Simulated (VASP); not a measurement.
Set up this calculation in VASP 6.6.1, as the native input.

| Quantity | Value |
| --- | --- |
| Task | single point |
| Functional | PBE |
| Potentials or basis | VASP PAW PBE potentials, release 64 (In_d, O, Zn) |
| Cutoff | 520 eV |
| k mesh | 1 × 1 × 1 |
| Occupations | fermi-dirac, width 0.1861 eV |
| Spin | no spin polarisation |
| Dipole correction | no |
| Further INCAR settings | LREAL = Auto; ALGO = Normal; EDIFF = 1e-07; NBANDS = 129; ISYM = 0 |

The structure of Zn5In6O14 lies in POSCAR:

```
Zn5In6O14
1.0
    7.0438800000     -0.1145760000     -0.0836140000
   -0.1145760000      6.9289560000     -0.0449660000
   -0.0836140000     -0.0449660000      6.7952250000
In O Zn
6 14 5
Direct
    0.2770027161      0.2552578314      0.8659969653
    1.0018919675      0.2043774469      0.3877944043
    0.1875675428      0.8901474359      0.6990543569
    0.8479808447      0.5614511382      0.6684823950
    0.3718835321      0.4353914127      0.4348621981
    0.6114075448     -0.0174725864      0.5859224026
    0.8664629196      0.1070497891      0.6675137367
    0.1408906356      0.0143683759      0.9691135346
    0.7376074703      0.6454644626      0.2995762857
    0.4923757886      0.0458856211      0.8622070354
    0.3412484271      0.5294406835      0.8814286467
    0.7943793982      0.3925568848     -0.0641691847
    0.9089026149      0.7718891434     -0.1141198782
    0.4184111193      0.7274176809      0.2901799559
    0.5789672543      0.6616067744      0.6608654722
    0.1224177433      0.7162672911      0.4089847668
    0.7847899467      0.0521452629      0.2330903231
    0.1111621226      0.4349826969      0.6710727226
    0.2813925062      0.1144970915      0.4915376355
    0.1407056664      0.3511075005      0.2044195539
   -0.1102955788      0.1187383649      0.9777861564
    0.5230538211      1.0105322512      0.1960390150
    0.6353032680      0.6274124839     -0.0322246170
    0.1753961951      0.6533253500      1.0420186241
    0.9406524787      0.8128481745      0.2223466107
```

One way to write it, as run:

INCAR

```
ALGO = Normal ; EDIFF = 1E-7
ENCUT = 520 ; GGA = PE
ISIF = 2 ; ISMEAR = -1
ISYM = 0 ; LASPH = T
LCHARG = F ; LREAL = Auto
LWAVE = F ; NBANDS = 129
NELM = 100 ; PREC = Accurate
SIGMA = 0.1861
```

KPOINTS

```
k-points
0
Gamma
  1 1 1
```

Potentials or basis: VASP PAW PBE potentials, release 64 (In_d, O, Zn).

Run with:

```bash
$ cat potpaw_PBE.64/In_d/POTCAR potpaw_PBE.64/O/POTCAR potpaw_PBE.64/Zn/POTCAR > POTCAR
$ mpirun -np 1 vasp_gam > vasp.out
```

It gave:

The pressure is 5.5 GPa. The largest force is 4.179 eV/Å and the band gap on the k mesh is 0.49 eV.

Caveat: the k points lie up to 0.92 Å⁻¹ apart; spin-orbit coupling is left out, which moves the levels of the heavy elements.

It took 3.5 min on 1 thread of AMD EPYC 7R13 (shared host), peak memory 0.34 GiB.
